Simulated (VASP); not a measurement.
# SnO2 (I4_1/amd) in VASP: notebook

SnO2 is run at these levels: PBEsol; tasks: single point.

Program: VASP 6.6.1. These are calculated values, not measurements. Logs are shortened: lines on timing, memory, paths and dates and some standing lists are left out, and cuts for length are marked.

**1. The cell of the first run**

The structure is tetragonal, space group I4_1/amd (No. 141). Conventional cell: a = 4.000 Å, b = 4.000 Å, c = 10.247 Å, α = 90.00°, β = 90.00°, γ = 90.00°. Within 2.7 Å of Sn (site symmetry -4m2) lie 6 O at 2.06 to 2.09 Å. Within 2.7 Å of O (site symmetry 2mm) lie 3 Sn at 2.06 to 2.09 Å and 2 O at 2.57 Å.

**2. Single point, PBEsol**

Input file INCAR:

```
SYSTEM = SnO2
  ALGO = Normal
  EDIFF = 1E-6
  ENCUT = 520
  GGA = PS
  ISIF = 2
  ISMEAR = 0
  LASPH = .TRUE.
  LCHARG = .FALSE.
  LREAL = .FALSE.
  LWAVE = .FALSE.
  NBANDS = 35
  NELM = 60
  PREC = Accurate
  SIGMA = 0.01
```

Input file KPOINTS:

```
k-points
0
G
  8 8 8
  0 0 0
```

Input file POSCAR:

```
SnO2
1.0
   -2.0000690000      2.0000690000      5.1236790000
    2.0000690000     -2.0000690000      5.1236790000
    2.0000690000      2.0000690000     -5.1236790000
Sn O
2 4
Direct
    0.7500000000      0.2500000000      0.5000000000
    0.0000000000      0.0000000000      0.0000000000
    0.7965230000      0.7965230000      0.0000000000
    0.9534770000      0.4534770000      0.5000000000
    0.2034770000      0.2034770000      0.0000000000
    0.5465230000      0.0465230000      0.5000000000
```

Potentials or basis: VASP PAW PBE potentials, release 64 (Sn_d, O).

On the command line:

```console
cat potpaw_PBE.64/Sn_d/POTCAR potpaw_PBE.64/O/POTCAR > POTCAR
mpirun -np 1 vasp_std > vasp.out
```

OUTCAR:

```text
SYSTEM = SnO2
   EDIFF = 1E-6
   ENCUT = 520
   GGA = PS
   ISIF = 2
   ISMEAR = 0
   LASPH = .TRUE.
   LREAL = .FALSE.
   NELM = 60
   PREC = Accurate

 ion  position               nearest neighbor table
   1  0.750  0.250  0.500-   3 2.06   5 2.06   3 2.06   5 2.06   4 2.09   6 2.09   2 3.25   2 3.25
                             2 3.25   2 3.25
   2  0.000  0.000  0.000-   6 2.06   4 2.06   6 2.06   4 2.06   3 2.09   5 2.09   1 3.25   1 3.25
                             1 3.25   1 3.25
   3  0.797  0.797  0.000-   1 2.06   1 2.06   2 2.09
   4  0.953  0.453  0.500-   2 2.06   2 2.06   1 2.09
   5  0.203  0.203  0.000-   1 2.06   1 2.06   2 2.09
   6  0.547  0.047  0.500-   2 2.06   2 2.06   1 2.09

  LATTYP: Found a body centered tetragonal cell.
 ALAT       =     4.0001380000
 C/A-ratio  =     2.5617511196

  Lattice vectors:

 A1 = (  -2.0000690000,   2.0000690000,   5.1236790000)
 A2 = (   2.0000690000,  -2.0000690000,   5.1236790000)
 A3 = (   2.0000690000,   2.0000690000,  -5.1236790000)

Analysis of symmetry for initial positions (statically):
=====================================================================
 Subroutine PRICEL returns:
 Original cell was already a primitive cell.

 Routine SETGRP: Setting up the symmetry group for a
 body centered tetragonal supercell.

 Subroutine GETGRP returns: Found 16 space group operations
 (whereof  8 operations were pure point group operations)
 out of a pool of 16 trial point group operations.

The static configuration has the point symmetry D_2d.
 The point group associated with its full space group is D_4h.

Analysis of symmetry for dynamics (positions and initial velocities):
=====================================================================
 Subroutine PRICEL returns:
 Original cell was already a primitive cell.

 Routine SETGRP: Setting up the symmetry group for a
 body centered tetragonal supercell.

 Subroutine GETGRP returns: Found 16 space group operations
 (whereof  8 operations were pure point group operations)
 out of a pool of 16 trial point group operations.

The dynamic configuration has the point symmetry D_2d.
 The point group associated with its full space group is D_4h.

 Subroutine INISYM returns: Found 16 space group operations
 (whereof  8 operations are pure point group operations),
 and found     1 'primitive' translations

----------------------------------------------------------------------------------------

                                     Primitive cell

  volume of cell :      81.9845

  direct lattice vectors                    reciprocal lattice vectors
    -2.000069000  2.000069000  5.123679000     0.000000000  0.249991375  0.097586129
     2.000069000 -2.000069000  5.123679000     0.249991375  0.000000000  0.097586129
     2.000069000  2.000069000 -5.123679000     0.249991375  0.249991375  0.000000000

  length of vectors
     5.852575374  5.852575374  5.852575374     0.268363076  0.268363076  0.353541193

  position of ions in fractional coordinates (direct lattice)
     0.750000000  0.250000000  0.500000000
     0.000000000  0.000000000  0.000000000
     0.796523000  0.796523000  0.000000000
     0.953477000  0.453477000  0.500000000
     0.203477000  0.203477000  0.000000000
     0.546523000  0.046523000  0.500000000

  ion indices of the primitive-cell ions
   primitive index   ion index
                 1           1
                 2           2
                 3           3
                 4           4
                 5           5
                 6           6

----------------------------------------------------------------------------------------

 KPOINTS: k-points

Automatic generation of k-mesh.
 Grid dimensions read from file:
 generate k-points for:    8    8    8

 Generating k-lattice:

  Cartesian coordinates                     Fractional coordinates (reciprocal lattice)
     0.000000000  0.031248922  0.012198266     0.125000000 -0.000000000  0.000000000
     0.031248922  0.000000000  0.012198266    -0.000000000  0.125000000  0.000000000
     0.031248922  0.031248922  0.000000000     0.000000000  0.000000000  0.125000000

  Length of vectors
     0.033545384  0.033545384  0.044192649

  Shift w.r.t. Gamma in fractional coordinates (k-lattice)
     0.000000000  0.000000000  0.000000000

 Subroutine IBZKPT returns following result:
 ===========================================

 Found     59 irreducible k-points:

 Following reciprocal coordinates:
            Coordinates               Weight
  0.000000  0.000000  0.000000      1.000000
  0.125000  0.000000  0.000000      8.000000
  0.250000  0.000000  0.000000      8.000000
  0.375000  0.000000 -0.000000      8.000000
  0.500000  0.000000  0.000000      4.000000
  0.125000  0.125000  0.000000      8.000000
[... 16 lines left out ...]
  0.250000  0.125000  0.125000     16.000000
  0.375000  0.125000  0.125000      8.000000
 [... further k-points ...]
   k-points           NKPTS =     59   k-points in BZ     NKDIM =     59   number of bands    NBANDS=     35
   number of dos      NEDOS =    301   number of ions     NIONS =      6
   total plane-waves  NPLWV = 110592
   dimension x,y,z NGX =    48 NGY =   48 NGZ =   48
   dimension x,y,z NGXF=    96 NGYF=   96 NGZF=   96
   ions per type =               2   4
   NGX,Y,Z   is equivalent  to a cutoff of  13.63, 13.63, 13.63 a.u.
   NGXF,Y,Z  is equivalent  to a cutoff of  27.27, 27.27, 27.27 a.u.
 SYSTEM =  SnO2
   PREC   = accura    normal or accurate (medium, high low for compatibility)
   ISTART =      0    job   : 0-new  1-cont  2-samecut
   ICHARG =      2    charge: 1-file 2-atom 10-const
   ISPIN  =      1    spin polarized calculation?
   LNONCOLLINEAR =      F non collinear calculations
   LSORBIT =      F    spin-orbit coupling
   LASPH  =      T    aspherical Exc in radial PAW
   ENCUT  =  520.0 eV  38.22 Ry    6.18 a.u.  10.88 10.88 10.88*2*pi/ulx,y,z
   NELM   =     60;   NELMIN=  2; NELMDL= -5     # of ELM steps
   EDIFF  = 0.1E-05   stopping-criterion for ELM
   LREAL  =      F    real-space projection
   EDIFFG = 0.1E-04   stopping-criterion for IOM
   NSW    =      0    number of steps for IOM
   IBRION =     -1    ionic relax: 0-MD 1-quasi-New 2-CG
   NFREE  =      0    steps in history (QN), initial steepest desc. (CG)
   ISIF   =      2    stress and relaxation
   ISYM   =      2    0-nonsym 1-usesym 2-fastsym
   POTIM  = 0.5000    time-step for ionic-motion
   TEBEG  =    0.0;   TEEND  =   0.0 temperature during run
   PSTRESS=    0.0 pullay stress
   NELECT =      52.0000    total number of electrons
   NUPDOWN=      -1.0000    fix difference up-down
   EMIN   =  10.00;   EMAX   =-10.00  energy-range for DOS
   EFERMI =   0.00;   METHOD = LEGACY
   ISMEAR =     0;   SIGMA  =   0.01  broadening in eV -4-tet -1-fermi 0-gaus
   EFERMI_NEDOS =   21; number of points for ismear=-14 and -15
   IALGO  =     38    algorithm
   IMIX   =      4    mixing-type and parameters
     AMIX     =   0.40;   BMIX     =  1.00
     AMIX_MAG =   1.60;   BMIX_MAG =  1.00
  volume/ion in A,a.u.               =      13.66        92.21
  Fermi-wavevector in a.u.,A,eV,Ry     =   1.406583  2.658056 26.918792  1.978475
  Thomas-Fermi vector in A             =   2.528929
   LORBIT       =      0    0 simple, 1 ext, 2 COOP (PROOUT), +10 PAW based schemes
   GGA     = PS    functional components
   LHFCALC =     F    Hartree Fock is set to
   AEXX    =    0.0000 exact exchange contribution
   IVDW    =     0    specifies the selected vdW correction
   LEPSILON=     F    determine dielectric tensor
   LRPA    =     F    only Hartree local field effects (RPA)
 non-spin polarized calculation
 Gauss-broadening in eV      SIGMA  =   0.01
  energy-cutoff  :      520.00
  volume of cell :       81.98
 maximum number of plane-waves:      2244
 NGX is ok and might be reduce to    48
   NGX = 21   NGY = 21   NGZ = 21

 number of electron      52.0000007 magnetization

 Free energy of the ion-electron system (eV)
  ---------------------------------------------------
  ext. energy  EPLUGINS =         0.00000000
  ---------------------------------------------------
  free energy    TOTEN  =       -39.21880879 eV

  energy without entropy =      -39.21880879  energy(sigma->0) =      -39.21880879

 E-fermi :   3.9667     XC(G=0): -10.5527

 val. band max:        3.9241109575   @ k =   0.2500   0.2500   0.2500
 cond. band min:       5.4797964014   @ k =   0.0000   0.0000   0.0000
 fundamental gap:      1.5556854439
 Fermi energy:         3.9667043226

 k-point     1 :       0.0000    0.0000    0.0000
  band No.  band energies     occupation
      1     -16.3968      2.00000
      2     -16.3864      2.00000
      3     -16.2474      2.00000
      4     -15.6692      2.00000
      5     -15.5707      2.00000
      6     -15.5707      2.00000
[... 27 lines left out ...]
     34      16.2118      0.00000
     35      16.2381      0.00000

 k-point     2 :       0.1250    0.0000    0.0000
  band No.  band energies     occupation
      1     -16.4260      2.00000
      2     -16.3062      2.00000
      3     -16.2235      2.00000
      4     -15.6764      2.00000
      5     -15.5744      2.00000
      6     -15.5673      2.00000
[... 27 lines left out ...]
     34      15.6137      0.00000
     35      15.9399      0.00000

 k-point     3 :       0.2500    0.0000    0.0000
  band No.  band energies     occupation
      1     -16.4270      2.00000
      2     -16.2377      2.00000
      3     -16.1051      2.00000
      4     -15.6955      2.00000
      5     -15.5827      2.00000
      6     -15.5593      2.00000
[... 27 lines left out ...]
     34      15.2782      0.00000
     35      15.4318      0.00000
[... 723 lines left out ...]
 k-point    23 :       0.2500    0.1250    0.1250
  band No.  band energies     occupation
      1     -16.2851      2.00000
      2     -16.0663      2.00000
      3     -15.9241      2.00000
      4     -15.7125      2.00000
      5     -15.6183      2.00000
      6     -15.5102      2.00000
[... 27 lines left out ...]
     34      15.0604      0.00000
     35      15.9769      0.00000

 k-point    24 :       0.3750    0.1250    0.1250
  band No.  band energies     occupation
      1     -16.2739      2.00000
      2     -16.0594      2.00000
      3     -15.8626      2.00000
      4     -15.6964      2.00000
      5     -15.6290      2.00000
      6     -15.4958      2.00000
[... 27 lines left out ...]
     34      15.1571      0.00000
     35      16.6634      0.00000

 [... further k-points ...]
[... 5 lines left out ...]
  --------------------------------------------------------------------------------------
  -------------------------------------------------------------------------------------
  Total        0.7948332      0.7948332      0.3404335      0.0000000      0.0000000      0.0000000
  in kB       15.5329769     15.5329769      6.6528993      0.0000000      0.0000000      0.0000000
  external PRESSURE =      12.5729510 kB  Pullay stress =       0.0000000 kB

 VOLUME and BASIS-vectors are now :
 -----------------------------------------------------------------------------
  energy-cutoff  :      520.00
  volume of cell :       81.98
      direct lattice vectors                 reciprocal lattice vectors
    -2.000069000  2.000069000  5.123679000     0.000000000  0.249991375  0.097586129
     2.000069000 -2.000069000  5.123679000     0.249991375  0.000000000  0.097586129
     2.000069000  2.000069000 -5.123679000     0.249991375  0.249991375  0.000000000

 POSITION                                       TOTAL-FORCE (eV/Angst)
 -----------------------------------------------------------------------------------
      0.00000      2.00007      2.56184        -0.000000     -0.000000      0.000000
      0.00000      0.00000      0.00000        -0.000000     -0.000000      0.000000
      0.00000      0.00000      8.16226         0.000000     -0.000000      0.056111
      0.00000      2.00007      4.64694        -0.000000      0.000000     -0.056111
      0.00000      0.00000      2.08510         0.000000     -0.000000     -0.056111
      0.00000      2.00007      0.47674        -0.000000      0.000000      0.056111
 -----------------------------------------------------------------------------------
    total drift:                                0.000000     -0.000000      0.000000

  FREE ENERGIE OF THE ION-ELECTRON SYSTEM (eV)
  ---------------------------------------------------
  free  energy   TOTEN  =       -39.2188087869 eV

  energy  without entropy=      -39.2188087869  energy(sigma->0) =      -39.21880879
```

It took 7.1 min on 1 thread of Intel Xeon 8259CL, shared host; peak memory 0.39 GiB.

Results:

```
Free energy            : -39.2188 eV
Pressure               : 1.3 GPa
Largest force          : 0.056 eV/Å
Band gap on the k mesh : 1.56 eV (least direct gap 1.94 eV)
```

Forces in eV/Å, atoms in the order of the input:
```
Sn   0.000  0.000  0.000
Sn   0.000  0.000  0.000
O    0.000  0.000  0.056
O    0.000  0.000 -0.056
O    0.000  0.000 -0.056
O    0.000  0.000  0.056
```

Caveat: the PAW data sets were made with another functional, which shifts forces and pressure a little; spin-orbit coupling is left out, which moves the levels of the heavy elements.

**3. Single point, PBEsol**

Input file INCAR:

```
PREC = Accurate ; ENCUT = 520
EDIFF = 1E-7 ; ISMEAR = 0
SIGMA = 0.01 ; LREAL = F
LASPH = T ; NELM = 100
ALGO = Normal ; ISIF = 2
LWAVE = F ; LCHARG = F
GGA = PS ; NBANDS = 35
```

Input file KPOINTS:

```
regular mesh
0
Gamma
  8 8 8
```

POSCAR is that of step 2.

Potentials or basis: VASP PAW PBE potentials, release 64 (Sn_d, O).

On the command line:

```console
cat potpaw_PBE.64/Sn_d/POTCAR potpaw_PBE.64/O/POTCAR > POTCAR
mpirun -np 1 vasp_std > vasp.out
```

Run time: 8.3 min. Hardware: 1 thread of Intel Xeon 8259CL, shared host; peak memory 0.4 GiB.

The run converged. Its results:

| Property | Result |
| --- | --- |
| Free energy | -39.2188 eV |
| Pressure | 1.2 GPa |
| Largest force | 0.056 eV/Å |
| Band gap on the k mesh | 1.56 eV (least direct gap 1.94 eV) |

Forces in eV/Å, atoms in the order of the input:
```
Sn   0.000  0.000  0.000
Sn   0.000  0.000  0.000
O    0.000  0.000  0.056
O    0.000  0.000 -0.056
O    0.000  0.000 -0.056
O    0.000  0.000  0.056
```

Stress tensor (GPa, compression positive):
```
1.54 0.00 0.00
0.00 1.54 0.00
0.00 0.00 0.65
```

Levels at points of the mesh, in eV from the valence-band top:
| k point | band 23 | band 24 | band 25 | band 26 | band 27 | band 28 | band 29 | band 30 |
| --- | --- | --- | --- | --- | --- | --- | --- | --- |
| (0.00, 0.00, 0.00) | -0.67 | -0.67 | -0.39 | -0.39 | 1.56 | 5.49 | 9.23 | 9.67 |
| (0.50, 0.00, 0.00) | -0.78 | -0.76 | -0.58 | -0.39 | 4.90 | 6.15 | 7.83 | 8.53 |
| (0.50, 0.50, 0.00) | -0.82 | -0.82 | -0.05 | -0.05 | 7.27 | 7.27 | 7.56 | 7.56 |
| (0.50, 0.50, 0.50) | -1.02 | -1.02 | -0.28 | -0.28 | 4.19 | 4.19 | 7.56 | 7.56 |

Caveat: the PAW data sets were made with another functional, which shifts forces and pressure a little; spin-orbit coupling is left out, which moves the levels of the heavy elements. A k mesh can miss the band edges.
